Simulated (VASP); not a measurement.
Re:

```
Re
1.0
     2.76080    0.00000    0.00000
    -1.38040    2.39092    0.00000
     0.00000    0.00000    4.45820
Re
2
Direct
  0.66667 0.33333 0.75000
  0.33333 0.66667 0.25000
```

Base run:

| Item | Value |
| --- | --- |
| Program | VASP 6.6.1 |
| Functional | LDA |
| Potentials or basis | VASP PAW LDA potentials, release 64 (Re) |
| Cutoff | 520 eV |
| k mesh | 11 × 11 × 6 |
| Occupations | fermi-dirac, width 0.05 eV |
| Spin | no spin polarisation |

Its results: band gap on the k mesh zero (band 7 reaches 9.30 eV, above the bottom of band 8 at 6.11 eV); pressure -8.9 GPa.

Question: The run is repeated on the same cell with these changes: k mesh from 11 × 11 × 6 to 6 × 6 × 4. What comes out?

Answer: Band gap on the k mesh zero (band 7 reaches 9.03 eV, above the bottom of band 8 at 6.11 eV); pressure -8.3 GPa.

Caveats: some runs use coarse meshes; spin-orbit coupling is left out, which moves the levels of the heavy elements.
